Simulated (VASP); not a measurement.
# Ba (Fm-3m) in VASP: further runs

Runs on Ba. Level: BLYP. Tasks: single point, relaxation of cell and atoms.

Program: VASP 6.6.1. These are calculated values, not measurements. Logs are shortened: lines on timing, memory, paths and dates and some standing lists are left out, and cuts for length are marked.

### Step 1. The cell of the first run

The structure is cubic, space group Fm-3m (No. 225). The conventional cell has a = 6.538 Å, b = 6.538 Å, c = 6.538 Å, α = 90.00°, β = 90.00°, γ = 90.00°.

### Step 2. Single point, BLYP (volume scaled by 1.04)

Input file INCAR:

```
PREC = Accurate
ENCUT = 520
EDIFF = 1E-6
ISMEAR = -1
SIGMA = 0.1
LREAL = F
LASPH = T
NELM = 100
ALGO = Normal
ISIF = 2
LWAVE = F
LCHARG = F
GGA = B5
ALDAX = 1.0
AGGAX = 1.0
AGGAC = 1.0
ALDAC = 0.0
NBANDS = 11
```

Input file KPOINTS:

```
regular mesh
0
Gamma
  10 10 10
```

Input file POSCAR:

```
Ba
1.0
    0.0000000000      3.2690347320      3.2690347320
    3.2690347320      0.0000000000      3.2690347320
    3.2690347320      3.2690347320      0.0000000000
Ba
1
Direct
    0.0000000000      0.0000000000      0.0000000000
```

Potentials or basis: VASP PAW PBE potentials, release 64 (Ba_sv).

On the command line:

```sh
> cat potpaw_PBE.64/Ba_sv/POTCAR > POTCAR
> mpirun -np 1 vasp_std > vasp.out
```

OUTCAR:

```text
PREC = Accurate
   ENCUT = 520
   EDIFF = 1E-6
   ISMEAR = -1
   LREAL = F
   LASPH = T
   NELM = 100
   ISIF = 2
   GGA = B5

 ion  position               nearest neighbor table
   1  0.000  0.000  0.000-

  LATTYP: Found a face centered cubic cell.
 ALAT       =     6.5380694640

  Lattice vectors:

 A1 = (   0.0000000000,   3.2690347320,   3.2690347320)
 A2 = (   3.2690347320,   0.0000000000,   3.2690347320)
 A3 = (   3.2690347320,   3.2690347320,   0.0000000000)

Analysis of symmetry for initial positions (statically):
=====================================================================
 Subroutine PRICEL returns:
 Original cell was already a primitive cell.

 Routine SETGRP: Setting up the symmetry group for a
 face centered cubic supercell.

 Subroutine GETGRP returns: Found 48 space group operations
 (whereof 48 operations were pure point group operations)
 out of a pool of 48 trial point group operations.

The static configuration has the point symmetry O_h .

Analysis of symmetry for dynamics (positions and initial velocities):
=====================================================================
 Subroutine PRICEL returns:
 Original cell was already a primitive cell.

 Routine SETGRP: Setting up the symmetry group for a
 face centered cubic supercell.

 Subroutine GETGRP returns: Found 48 space group operations
 (whereof 48 operations were pure point group operations)
 out of a pool of 48 trial point group operations.

The dynamic configuration has the point symmetry O_h .

 Subroutine INISYM returns: Found 48 space group operations
 (whereof 48 operations are pure point group operations),
 and found     1 'primitive' translations

----------------------------------------------------------------------------------------

                                     Primitive cell

  volume of cell :      69.8697

  direct lattice vectors                    reciprocal lattice vectors
     0.000000000  3.269034732  3.269034732    -0.152950348  0.152950348  0.152950348
     3.269034732  0.000000000  3.269034732     0.152950348 -0.152950348  0.152950348
     3.269034732  3.269034732  0.000000000     0.152950348  0.152950348 -0.152950348

  length of vectors
     4.623113254  4.623113254  4.623113254     0.264917774  0.264917774  0.264917774

  position of ions in fractional coordinates (direct lattice)
     0.000000000  0.000000000  0.000000000

  ion indices of the primitive-cell ions
   primitive index   ion index
                 1           1

[... 77 lines left out ...]
   ISIF   =      2    stress and relaxation
   ISYM   =      2    0-nonsym 1-usesym 2-fastsym
   POTIM  = 0.5000    time-step for ionic-motion
   TEBEG  =    0.0;   TEEND  =   0.0 temperature during run
   PSTRESS=    0.0 pullay stress
   NELECT =      10.0000    total number of electrons
   NUPDOWN=      -1.0000    fix difference up-down
   EMIN   =  10.00;   EMAX   =-10.00  energy-range for DOS
   EFERMI =   0.00;   METHOD = LEGACY
   ISMEAR =    -1;   SIGMA  =   0.10  broadening in eV -4-tet -1-fermi 0-gaus
   EFERMI_NEDOS =   21; number of points for ismear=-14 and -15
   IALGO  =     38    algorithm
   IMIX   =      4    mixing-type and parameters
     AMIX     =   0.40;   BMIX     =  1.00
     AMIX_MAG =   1.60;   BMIX_MAG =  1.00
  volume/ion in A,a.u.               =      69.87       471.50
  Fermi-wavevector in a.u.,A,eV,Ry     =   0.856338  1.618244  9.977357  0.733315
  Thomas-Fermi vector in A             =   1.973225
   LORBIT       =      0    0 simple, 1 ext, 2 COOP (PROOUT), +10 PAW based schemes
   GGA     = B5    functional components
   LHFCALC =     F    Hartree Fock is set to
   AEXX    =    0.0000 exact exchange contribution
   IVDW    =     0    specifies the selected vdW correction
   LEPSILON=     F    determine dielectric tensor
   LRPA    =     F    only Hartree local field effects (RPA)
 non-spin polarized calculation
  energy-cutoff  :      520.00
  volume of cell :       69.87
 maximum number of plane-waves:      1901
 NGX is ok and might be reduce to    36
   NGX = 17   NGY = 17   NGZ = 17

 number of electron      10.0000000 magnetization

 number of electron       9.9999999 magnetization

 Free energy of the ion-electron system (eV)
  ---------------------------------------------------
  ext. energy  EPLUGINS =         0.00000000
  ---------------------------------------------------
  free energy    TOTEN  =        -1.25929891 eV

  energy without entropy =       -1.19862031  energy(sigma->0) =       -1.22895961

 E-fermi :   1.8255     XC(G=0):  -6.6112

 val. band max:        1.8212004400   @ k =  -0.4000   0.5000   0.1000
 cond. band min:       1.8388288996   @ k =  -0.3000   0.4000   0.1000
 fundamental gap:      0.0176284596
 Fermi energy:         1.8254649431

 k-point     1 :       0.0000    0.0000    0.0000
  band No.  band energies     occupation
      1     -27.3005      2.00000
      2     -12.3616      2.00000
      3     -12.3616      2.00000
      4     -12.3616      2.00000
      5      -0.8336      2.00000
      6       3.3663      0.00000
      7       3.3663      0.00000
      8       3.3663      0.00000
      9       4.6895      0.00000
     10       4.6895      0.00000
     11       7.7225      0.00000
[... 309 lines left out ...]
 k-point    24 :       0.4000    0.3000    0.0000
  band No.  band energies     occupation
      1     -27.2736      2.00000
      2     -12.6103      2.00000
      3     -12.4630      2.00000
      4     -12.4526      2.00000
      5       1.0308      1.99929
      6       1.9851      0.33698
      7       2.9907      0.00002
      8       4.6019      0.00000
      9       5.0492      0.00000
     10       5.6361      0.00000
     11       7.9437      0.00000

 [... further k-points ...]

------------------------ aborting loop because EDIFF is reached ----------------------------------------

  FORCE on cell =-STRESS in cart. coord.  units (eV):
  Direction    XX          YY          ZZ          XY          YZ          ZX
  --------------------------------------------------------------------------------------
  -------------------------------------------------------------------------------------
  Total       -0.0967459     -0.0967459     -0.0967459     -0.0000000     -0.0000000      0.0000000
  in kB       -2.2184755     -2.2184755     -2.2184755     -0.0000000     -0.0000000      0.0000000
  external PRESSURE =      -2.2184755 kB  Pullay stress =       0.0000000 kB

 VOLUME and BASIS-vectors are now :
 -----------------------------------------------------------------------------
  energy-cutoff  :      520.00
  volume of cell :       69.87
      direct lattice vectors                 reciprocal lattice vectors
     0.000000000  3.269034732  3.269034732    -0.152950348  0.152950348  0.152950348
     3.269034732  0.000000000  3.269034732     0.152950348 -0.152950348  0.152950348
     3.269034732  3.269034732  0.000000000     0.152950348  0.152950348 -0.152950348

 POSITION                                       TOTAL-FORCE (eV/Angst)
 -----------------------------------------------------------------------------------
      0.00000      0.00000      0.00000         0.000000     -0.000000      0.000000
 -----------------------------------------------------------------------------------
    total drift:                               -0.000000     -0.000000     -0.000000

  FREE ENERGIE OF THE ION-ELECTRON SYSTEM (eV)
  ---------------------------------------------------
  free  energy   TOTEN  =        -1.2592989093 eV

  energy  without entropy=       -1.1986203118  energy(sigma->0) =       -1.22895961
```

Wall time 68 s (1 thread of AMD EPYC 7R43 (Zen 3), shared host); peak memory 0.18 GiB.

What came out:

```yaml
Free_energy: -1.2593 eV
Pressure: -0.2 GPa
Band_gap_on_the_k_mesh: zero (band 5 reaches 1.87 eV, above the bottom of band 6 at 1.69 eV)
```

Levels at points of the mesh, in eV from the Fermi level:
```
           k point  band 3  band 4  band 5  band 6  band 7  band 8
(0.00, 0.00, 0.00)  -14.19  -14.19   -2.66    1.54    1.54    1.54
(0.50, 0.00, 0.00)  -14.23  -14.23   -0.92    0.95    1.42    1.42
(0.50, 0.50, 0.00)  -14.31  -14.31   -0.71   -0.13    1.84    3.89
```

Caveat: the cell differs from its parent crystal (volume scaled by 1.04); the PAW data sets were made with another functional, which shifts forces and pressure a little; spin-orbit coupling is left out, which moves the levels of the heavy elements.

### Step 3. Single point, BLYP (volume scaled by 1.08)

Input file INCAR:

```
SYSTEM = Ba
AGGAC    = 1.0          
AGGAX    = 1.0          
ALDAC    = 0.0          
ALDAX    = 1.0          
ALGO     = Normal         ! electronic algorithm
EDIFF    = 1E-6           ! SCF threshold, eV
ENCUT    = 520            ! plane-wave cutoff, eV
GGA      = B5             ! functional
ISIF     = 2              ! what is computed and relaxed
ISMEAR   = -1             ! smearing method
LASPH    = .TRUE.         ! aspherical terms in the spheres
LCHARG   = .FALSE.        ! write CHGCAR
LREAL    = .FALSE.        ! projectors in reciprocal space
LWAVE    = .FALSE.        ! write WAVECAR
NBANDS   = 11             ! bands
NELM     = 80             ! most SCF steps
PREC     = Accurate       ! precision mode
SIGMA    = 0.1            ! smearing width, eV
```

Input file KPOINTS:

```
k-points
0
G
  10 10 10
  0 0 0
```

Input file POSCAR:

```
Ba
1.0
    0.0000000000      3.3104193118      3.3104193118
    3.3104193118      0.0000000000      3.3104193118
    3.3104193118      3.3104193118      0.0000000000
Ba
1
Direct
    0.0000000000      0.0000000000      0.0000000000
```

Potentials or basis: VASP PAW PBE potentials, release 64 (Ba_sv).

On the command line:

```sh
> cat potpaw_PBE.64/Ba_sv/POTCAR > POTCAR
> mpirun -np 1 vasp_std > vasp.out
```

Wall time 72 s (1 thread of AMD EPYC 7R43 (Zen 3), shared host); peak memory 0.17 GiB.

Results (log left out):

* Free energy: -1.2535 eV
* Pressure: -0.5 GPa
* Band gap on the k mesh: zero (band 5 reaches 1.76 eV, above the bottom of band 6 at 1.60 eV)

Levels at points of the mesh, in eV from the Fermi level:
```tsv
k point	band 3	band 4	band 5	band 6	band 7	band 8
(0.00, 0.00, 0.00)	-14.27	-14.27	-2.63	1.50	1.50	1.50
(0.50, 0.00, 0.00)	-14.31	-14.31	-0.91	0.87	1.39	1.39
(0.50, 0.50, 0.00)	-14.37	-14.37	-0.67	-0.11	1.72	3.74
```

Caveat: the cell differs from its parent crystal (volume scaled by 1.08); the PAW data sets were made with another functional, which shifts forces and pressure a little; spin-orbit coupling is left out, which moves the levels of the heavy elements.

### Step 4. Single point, BLYP (volume scaled by 1.12)

Input file INCAR:

```
  PREC = Accurate
  ENCUT = 520
  EDIFF = 1E-6
  ISMEAR = -1
  SIGMA = 0.1
  LREAL = F
  LASPH = T
  NELM = 100
  ALGO = Normal
  ISIF = 2
  LWAVE = F
  LCHARG = F
  GGA = B5
  ALDAX = 1.0
  AGGAX = 1.0
  AGGAC = 1.0
  ALDAC = 0.0
  NBANDS = 11
```

Input file KPOINTS:

```
Automatic mesh
0
Gamma
  10 10 10
```

Input file POSCAR:

```
Ba
1.0
    0.0000000000      3.3507942582      3.3507942582
    3.3507942582      0.0000000000      3.3507942582
    3.3507942582      3.3507942582      0.0000000000
Ba
1
Direct
    0.0000000000      0.0000000000      0.0000000000
```

On the command line:

```sh
> cat potpaw_PBE.64/Ba_sv/POTCAR > POTCAR
> mpirun -np 1 vasp_std > vasp.out
```

Wall time 69 s (1 thread of AMD EPYC 7R43 (Zen 3), shared host); peak memory 0.18 GiB.

Results (log left out):

```
Free energy            : -1.2438 eV
Pressure               : -0.7 GPa
Band gap on the k mesh : zero (band 5 reaches 1.66 eV, above the bottom of band 6 at 1.51 eV)
```

Levels at points of the mesh, in eV from the Fermi level:
```tsv
k point	band 2	band 3	band 4	band 5	band 6	band 7	band 8	band 9
(0.00, 0.00, 0.00)	-14.34	-14.34	-14.34	-2.61	1.46	1.46	1.46	2.67
(0.50, 0.00, 0.00)	-14.59	-14.38	-14.38	-0.90	0.80	1.36	1.36	3.60
(0.50, 0.50, 0.00)	-14.58	-14.43	-14.43	-0.64	-0.09	1.62	3.60	3.87
```

Caveat: the cell differs from its parent crystal (volume scaled by 1.12); the PAW data sets were made with another functional, which shifts forces and pressure a little; spin-orbit coupling is left out, which moves the levels of the heavy elements.

### Step 5. Relaxation of cell and atoms, BLYP

This run uses another cell than the first one, of 62.50 Å³/atom, 0.895 times its volume.

Input file INCAR:

```
SYSTEM = Ba
PREC = Accurate
ENCUT = 600
EDIFF = 1E-6
ISMEAR = -1
SIGMA = 0.1
LREAL = .False.
LASPH = .True.
NELM = 80
ALGO = Normal
ISIF = 3
LWAVE = .False.
LCHARG = .False.
GGA = B5
ALDAX = 1.0
AGGAX = 1.0
AGGAC = 1.0
ALDAC = 0.0
IBRION = 2
NSW = 80
EDIFFG = -0.01
```

Input file KPOINTS:

```
regular mesh
0
Gamma
  9 9 9
  0 0 0
```

Input file POSCAR:

```
Ba
1.0
    0.0000000000      3.1498026247      3.1498026247
    3.1498026247      0.0000000000      3.1498026247
    3.1498026247      3.1498026247      0.0000000000
Ba
1
Direct
    0.0000000000      0.0000000000      0.0000000000
```

On the command line:

```sh
> cat potpaw_PBE.64/Ba_sv/POTCAR > POTCAR
> mpirun -np 1 vasp_std > vasp.out
```

Wall time 2.4 min (1 thread of AMD EPYC 7R43 (Zen 3), shared host); peak memory 0.18 GiB.

The run converged. Its results:

| Quantity | Value |
| --- | --- |
| Free energy | -1.2611 eV |
| Relaxed volume | 67.61 Å³/atom |
| Relaxed cell | a = 4.573 Å, b = 4.573 Å, c = 4.573 Å, α = 60.00°, β = 60.00°, γ = 60.00° |
| Space group after relaxing (to 0.05 Å) | Fm-3m (No. 225) |
| Energy gained by relaxing | 11.2 meV/atom |
| Ionic steps | 3 |
| Pressure after relaxing | 0.0 GPa |
| Band gap on the k mesh | zero (band 5 reaches 2.01 eV, above the bottom of band 6 at 1.81 eV) |

Step by step:
| step | energy change (eV) | largest force (eV/Å) | pressure (GPa) | volume (Å³) |
| --- | --- | --- | --- | --- |
| 1 | 0.0000 | 0.0000 | 0.71 | 62.50 |
| 2 | -0.0083 | 0.0000 | 0.34 | 65.05 |
| 3 | -0.0112 | 0.0000 | 0.01 | 67.61 |

Final structure:
```
CELL_PARAMETERS angstrom
0.00000 3.23348 3.23348
3.23348 0.00000 3.23348
3.23348 3.23348 0.00000
ATOMIC_POSITIONS crystal
Ba 0.00000 0.00000 0.00000
```

Levels at points of the mesh, in eV from the Fermi level:
```csv
k point,band 1,band 2,band 3,band 4,band 5,band 6,band 7,band 8,band 9
"(0.00, 0.00, 0.00)",-29.08,-14.12,-14.12,-14.12,-2.68,1.57,1.57,1.57,2.95
```

Caveat: the PAW data sets were made with another functional, which shifts forces and pressure a little; spin-orbit coupling is left out, which moves the levels of the heavy elements.

### Step 6. Overview

```csv
task,cell,k mesh,cutoff (eV),gap on the mesh (eV),pressure (GPa)
single point,"a = 4.623 Å, angles 60.0°, 1 atom",10 × 10 × 10,520,none,-0.2
single point,"a = 4.682 Å, angles 60.0°, 1 atom",10 × 10 × 10,520,none,-0.5
single point,"a = 4.739 Å, angles 60.0°, 1 atom",10 × 10 × 10,520,none,-0.7
relaxation of cell and atoms,"relaxed from a = 4.454 Å, angles 60.0°, 1 atom",9 × 9 × 9,600,none,0.0
```

Alike in all rows: level BLYP; potentials or basis VASP PAW PBE potentials, release 64 (Ba_sv); no spin polarisation; smearing fermi-dirac 0.1 eV.

Caveats: the PAW data sets were made with another functional, which shifts forces and pressure a little; spin-orbit coupling is left out, which moves the levels of the heavy elements.

Total energies depend on the potentials used, so only differences within one code and one set of settings carry meaning.
